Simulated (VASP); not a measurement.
# LaYN2 (P6mm) in VASP: density of states with PBE

Aim: the density of states of LaYN2 with PBE.

Program: VASP 6.6.1. These are calculated values, not measurements. Logs are shortened: lines on timing, memory, paths and dates and some standing lists are left out, and cuts for length are marked.

### 1 The cell of the first run

Symmetry: P6mm, No. 183, hexagonal system. The conventional cell has a = 3.707 Å, b = 3.707 Å, c = 6.633 Å, α = 90.00°, β = 90.00°, γ = 120.00°. Within 3.5 Å of La (site symmetry 6mm) lie 6 N at 2.64 Å and 1 Y at 2.93 Å. Y (site symmetry 6mm) has 6 N at 2.55 Å and 1 La at 2.93 Å within 3.4 Å. N (site symmetry 3m) has 3 N at 2.14 Å and 3 Y at 2.55 Å and 3 La at 2.64 Å within 2.8 Å.

### 2 Density of states, PBE

Input file POSCAR:

```
LaYN2
1.0
    3.7066677619      0.0000000000      0.0000000000
   -1.8533338809      3.2100684452      0.0000000000
    0.0000000000      0.0000000000      6.6327758036
La Y N
1 1 2
Direct
    0.0000000000      0.0000000000      0.7135305567
    0.0000000000      0.0000000000      0.1548186820
    0.3333333333      0.6666666667      0.9456335306
    0.6666666667      0.3333333333      0.9456335306
```

Input file INCAR.step1:

```
SYSTEM = LaYN2
ALGO     = Normal         ! electronic algorithm
EDIFF    = 1E-6           ! SCF threshold, eV
ENCUT    = 520            ! plane-wave cutoff, eV
GGA      = PE             ! functional
ISIF     = 2              ! what is computed and relaxed
ISMEAR   = 0              ! smearing method
LASPH    = .True.         ! aspherical terms in the spheres
LCHARG   = .True.         ! write CHGCAR
LMAXMIX  = 6              ! l up to which the mixer works
LREAL    = .False.        ! projectors in reciprocal space
LWAVE    = .False.        ! write WAVECAR
NBANDS   = 24             ! bands
NELM     = 100            ! most SCF steps
PREC     = Accurate       ! precision mode
SIGMA    = 0.1            ! smearing width, eV
```

Input file KPOINTS.step1:

```
k-points
0
Gamma
  12 12 8
  0 0 0
```

Input file INCAR.step2:

```
SYSTEM = LaYN2
ALGO     = Normal         ! electronic algorithm
EDIFF    = 1E-6           ! SCF threshold, eV
ENCUT    = 520            ! plane-wave cutoff, eV
GGA      = PE             ! functional
ICHARG   = 11             ! starting density
ISIF     = 2              ! what is computed and relaxed
ISMEAR   = -5             ! smearing method
LASPH    = .True.         ! aspherical terms in the spheres
LCHARG   = .False.        ! write CHGCAR
LMAXMIX  = 6              ! l up to which the mixer works
LORBIT   = 10             ! projections on sites
LREAL    = .False.        ! projectors in reciprocal space
LWAVE    = .False.        ! write WAVECAR
NBANDS   = 24             ! bands
NEDOS    = 1001           ! points of the DOS
NELM     = 100            ! most SCF steps
PREC     = Accurate       ! precision mode
SIGMA    = 0.1            ! smearing width, eV
```

Input file KPOINTS.step2:

```
k-points
0
Gamma
  18 18 12
  0 0 0
```

Potentials or basis: VASP PAW PBE potentials, release 64 (La, Y_sv, N).

The run is started by

```
$ cat potpaw_PBE.64/La/POTCAR potpaw_PBE.64/Y_sv/POTCAR potpaw_PBE.64/N/POTCAR > POTCAR
$ cp INCAR.step1 INCAR
$ cp KPOINTS.step1 KPOINTS
$ mpirun -np 1 vasp_std > vasp.out
$ cp INCAR.step2 INCAR
$ cp KPOINTS.step2 KPOINTS
$ mpirun -np 1 vasp_std > vasp.out
```

OUTCAR:

```text
SYSTEM = LaYN2
   EDIFF = 1E-6
   ENCUT = 520
   GGA = PE
   ICHARG = 11
   ISIF = 2
   ISMEAR = -5
   LASPH = .True.
   LORBIT = 10
   LREAL = .False.
   NELM = 100
   PREC = Accurate

 ion  position               nearest neighbor table
   1  0.000  0.000  0.714-   3 2.64   4 2.64   3 2.64   4 2.64   4 2.64   3 2.64   2 2.93   2 3.71

   2  0.000  0.000  0.155-   3 2.55   4 2.55   3 2.55   4 2.55   4 2.55   3 2.55   1 2.93   1 3.71

   3  0.333  0.667  0.946-   2 2.55   2 2.55   2 2.55   1 2.64   1 2.64   1 2.64
   4  0.667  0.333  0.946-   2 2.55   2 2.55   2 2.55   1 2.64   1 2.64   1 2.64

  LATTYP: Found a hexagonal cell.
 ALAT       =     3.7066677619
 C/A-ratio  =     1.7894174039

  Lattice vectors:

 A1 = (   3.7066677619,   0.0000000000,   0.0000000000)
 A2 = (  -1.8533338809,   3.2100684452,   0.0000000000)
 A3 = (   0.0000000000,   0.0000000000,   6.6327758036)

Analysis of symmetry for initial positions (statically):
=====================================================================
 Subroutine PRICEL returns:
 Original cell was already a primitive cell.

 Routine SETGRP: Setting up the symmetry group for a
 hexagonal supercell.

 Subroutine GETGRP returns: Found 12 space group operations
 (whereof 12 operations were pure point group operations)
 out of a pool of 24 trial point group operations.

The static configuration has the point symmetry C_6v.

Analysis of symmetry for dynamics (positions and initial velocities):
=====================================================================
 Subroutine PRICEL returns:
 Original cell was already a primitive cell.

 Routine SETGRP: Setting up the symmetry group for a
 hexagonal supercell.

 Subroutine GETGRP returns: Found 12 space group operations
 (whereof 12 operations were pure point group operations)
 out of a pool of 24 trial point group operations.

The dynamic configuration has the point symmetry C_6v.

 Subroutine INISYM returns: Found 12 space group operations
 (whereof 12 operations are pure point group operations),
 and found     1 'primitive' translations

----------------------------------------------------------------------------------------

                                     Primitive cell

  volume of cell :      78.9211

  direct lattice vectors                    reciprocal lattice vectors
     3.706667762  0.000000000  0.000000000     0.269784093  0.155759919  0.000000000
    -1.853333881  3.210068445  0.000000000     0.000000000  0.311519837  0.000000000
     0.000000000  0.000000000  6.632775804     0.000000000  0.000000000  0.150766441

  length of vectors
     3.706667762  3.706667762  6.632775804     0.311519837  0.311519837  0.150766441

  position of ions in fractional coordinates (direct lattice)
     0.000000000  0.000000000  0.713530557
     0.000000000  0.000000000  0.154818682
     0.333333333  0.666666667  0.945633531
     0.666666667  0.333333333  0.945633531

  ion indices of the primitive-cell ions
   primitive index   ion index
                 1           1
                 2           2
                 3           3
                 4           4

----------------------------------------------------------------------------------------

 KPOINTS: k-points

Automatic generation of k-mesh.
 Grid dimensions read from file:
 generate k-points for:   18   18   12

 Generating k-lattice:

  Cartesian coordinates                     Fractional coordinates (reciprocal lattice)
     0.014988005  0.008653329  0.000000000     0.055555556 -0.000000000  0.000000000
     0.000000000  0.017306658  0.000000000     0.000000000  0.055555556  0.000000000
     0.000000000  0.000000000  0.012563870     0.000000000  0.000000000  0.083333333

  Length of vectors
     0.017306658  0.017306658  0.012563870

  Shift w.r.t. Gamma in fractional coordinates (k-lattice)
     0.000000000  0.000000000  0.000000000

 TETIRR: Found   3954 inequivalent tetrahedra from    23328

 Subroutine IBZKPT returns following result:
 ===========================================

 Found    259 irreducible k-points:

 Following reciprocal coordinates:
            Coordinates               Weight
  0.000000  0.000000  0.000000      1.000000
  0.055556 -0.000000  0.000000      6.000000
  0.111111 -0.000000  0.000000      6.000000
  0.166667  0.000000  0.000000      6.000000
  0.222222 -0.000000  0.000000      6.000000
  0.277778 -0.000000  0.000000      6.000000
[... 16 lines left out ...]
  0.333333  0.111111  0.000000     12.000000
  0.388889  0.111111  0.000000     12.000000
 [... further k-points ...]
   k-points           NKPTS =    259   k-points in BZ     NKDIM =    259   number of bands    NBANDS=     24
   number of dos      NEDOS =   1001   number of ions     NIONS =      4
   total plane-waves  NPLWV =  39200
   dimension x,y,z NGX =    28 NGY =   28 NGZ =   50
   dimension x,y,z NGXF=    56 NGYF=   56 NGZF=  100
   ions per type =               1   1   2
   NGX,Y,Z   is equivalent  to a cutoff of  12.56, 12.56, 12.53 a.u.
   NGXF,Y,Z  is equivalent  to a cutoff of  25.12, 25.12, 25.06 a.u.
 SYSTEM =  LaYN2
   PREC   = accura    normal or accurate (medium, high low for compatibility)
   ISTART =      0    job   : 0-new  1-cont  2-samecut
   ICHARG =     11    charge: 1-file 2-atom 10-const
   ISPIN  =      1    spin polarized calculation?
   LNONCOLLINEAR =      F non collinear calculations
   LSORBIT =      F    spin-orbit coupling
   LASPH  =      T    aspherical Exc in radial PAW
   ENCUT  =  520.0 eV  38.22 Ry    6.18 a.u.   6.89  6.89 12.33*2*pi/ulx,y,z
   NELM   =    100;   NELMIN=  2; NELMDL=  0     # of ELM steps
   EDIFF  = 0.1E-05   stopping-criterion for ELM
   LREAL  =      F    real-space projection
   EDIFFG = 0.1E-04   stopping-criterion for IOM
   NSW    =      0    number of steps for IOM
   IBRION =     -1    ionic relax: 0-MD 1-quasi-New 2-CG
   NFREE  =      0    steps in history (QN), initial steepest desc. (CG)
   ISIF   =      2    stress and relaxation
   ISYM   =      2    0-nonsym 1-usesym 2-fastsym
   POTIM  = 0.5000    time-step for ionic-motion
   TEBEG  =    0.0;   TEEND  =   0.0 temperature during run
   PSTRESS=    0.0 pullay stress
   NELECT =      32.0000    total number of electrons
   NUPDOWN=      -1.0000    fix difference up-down
   EMIN   =  10.00;   EMAX   =-10.00  energy-range for DOS
   EFERMI =   0.00;   METHOD = LEGACY
   ISMEAR =    -5;   SIGMA  =   0.10  broadening in eV -4-tet -1-fermi 0-gaus
   EFERMI_NEDOS =   21; number of points for ismear=-14 and -15
   IALGO  =     38    algorithm
   IMIX   =      4    mixing-type and parameters
     AMIX     =   0.40;   BMIX     =  1.00
     AMIX_MAG =   1.60;   BMIX_MAG =  1.00
  volume/ion in A,a.u.               =      19.73       133.15
  Fermi-wavevector in a.u.,A,eV,Ry     =   1.211696  2.289774 19.976177  1.468208
  Thomas-Fermi vector in A             =   2.347204
   LORBIT       =     10    0 simple, 1 ext, 2 COOP (PROOUT), +10 PAW based schemes
   GGA     = PE    functional components
   LHFCALC =     F    Hartree Fock is set to
   AEXX    =    0.0000 exact exchange contribution
   IVDW    =     0    specifies the selected vdW correction
   LEPSILON=     F    determine dielectric tensor
   LRPA    =     F    only Hartree local field effects (RPA)
 non-spin polarized calculation
 Fermi weights with tetrahedron method with Bloechl corrections
  energy-cutoff  :      520.00
  volume of cell :       78.92
 maximum number of plane-waves:      2148
 NGX is ok and might be reduce to    28

 number of electron      32.0000003 magnetization

 Free energy of the ion-electron system (eV)
  ---------------------------------------------------
  ext. energy  EPLUGINS =         0.00000000
  ---------------------------------------------------
  free energy    TOTEN  =       -27.70289831 eV

  energy without entropy =      -27.70289831  energy(sigma->0) =      -27.70289831

 E-fermi :   6.0295     XC(G=0): -10.0766

 val. band max:        6.0513936821   @ k =   0.3333   0.0000   0.3333
 cond. band min:       6.0259146102   @ k =   0.0556  -0.0000   0.3333
 fundamental gap:     -0.0254790718
 Fermi energy:         6.0295373343

 k-point     1 :       0.0000    0.0000    0.0000
  band No.  band energies     occupation
      1     -36.5517      2.00000
      2     -26.5220      2.00000
      3     -16.8871      2.00000
      4     -16.3654      2.00000
      5     -16.3654      2.00000
      6     -11.3360      2.00000
[... 16 lines left out ...]
     23       8.5803      0.00000
     24       8.7004      0.00000

 k-point     2 :       0.0556   -0.0000    0.0000
  band No.  band energies     occupation
      1     -36.5507      2.00000
      2     -26.5170      2.00000
      3     -16.8837      2.00000
      4     -16.3784      2.00000
      5     -16.3680      2.00000
      6     -11.3252      2.00000
[... 16 lines left out ...]
     23       8.5301      0.00000
     24       8.6929      0.00000

 k-point     3 :       0.1111   -0.0000    0.0000
  band No.  band energies     occupation
      1     -36.5480      2.00000
      2     -26.5025      2.00000
      3     -16.8738      2.00000
      4     -16.4156      2.00000
      5     -16.3756      2.00000
      6     -11.2964      2.00000
[... 16 lines left out ...]
     23       8.5626      0.00000
     24       8.6759      0.00000
[... 514 lines left out ...]
 k-point    23 :       0.3333    0.1111    0.0000
  band No.  band energies     occupation
      1     -36.5228      2.00000
      2     -26.3653      2.00000
      3     -16.7853      2.00000
      4     -16.7102      2.00000
      5     -16.4708      2.00000
      6     -11.3962      2.00000
[... 16 lines left out ...]
     23       8.5819      0.00000
     24       8.7235      0.00000

 k-point    24 :       0.3889    0.1111    0.0000
  band No.  band energies     occupation
      1     -36.5202      2.00000
      2     -26.3510      2.00000
      3     -16.7802      2.00000
      4     -16.7342      2.00000
      5     -16.4808      2.00000
      6     -11.4512      2.00000
[... 16 lines left out ...]
     23       8.5818      0.00000
     24       8.7145      0.00000

 [... further k-points ...]
[... 5 lines left out ...]
  --------------------------------------------------------------------------------------
  -------------------------------------------------------------------------------------
  Total       -0.0419888     -0.0419888      0.4284559     -0.0000000      0.0000000     -0.0000000
  in kB       -0.8524149     -0.8524149      8.6980811     -0.0000000      0.0000000     -0.0000000
  external PRESSURE =       2.3310837 kB  Pullay stress =       0.0000000 kB

 VOLUME and BASIS-vectors are now :
 -----------------------------------------------------------------------------
  energy-cutoff  :      520.00
  volume of cell :       78.92
      direct lattice vectors                 reciprocal lattice vectors
     3.706667762  0.000000000  0.000000000     0.269784093  0.155759919  0.000000000
    -1.853333881  3.210068445  0.000000000     0.000000000  0.311519837  0.000000000
     0.000000000  0.000000000  6.632775804     0.000000000  0.000000000  0.150766441

 POSITION                                       TOTAL-FORCE (eV/Angst)
 -----------------------------------------------------------------------------------
      0.00000      0.00000      4.73269         0.000000      0.000000      0.042855
      0.00000      0.00000      1.02688         0.000000      0.000000     -0.014017
     -0.00000      2.14005      6.27218        -0.000000      0.000000     -0.014419
      1.85333      1.07002      6.27218        -0.000000     -0.000000     -0.014419
 -----------------------------------------------------------------------------------
    total drift:                                0.000000      0.000000      0.018303

  FREE ENERGIE OF THE ION-ELECTRON SYSTEM (eV)
  ---------------------------------------------------
  free  energy   TOTEN  =       -27.7028983148 eV

  energy  without entropy=      -27.7028983148  energy(sigma->0) =      -27.70289831

 total charge

# of ion       s       p       d       f       tot
--------------------------------------------------
    1        2.028   5.628   0.818   0.199   8.673
    2        2.186   6.323   1.007   0.060   9.576
    3        1.319   2.209   0.000   0.000   3.528
    4        1.319   2.209   0.000   0.000   3.528
--------------------------------------------------
tot          6.852  16.370   1.825   0.259  25.306
```

It took 16 min on 1 thread of AMD EPYC 7R43 (Zen 3), shared host; peak memory 0.64 GiB.

What came out:

- Valence electrons inside the program's atomic spheres: La 8.67; Y 9.58; N 3.53

Caveat: spin-orbit coupling is left out, which moves the levels of the heavy elements; tetrahedron occupations give inexact forces and stress in metals.
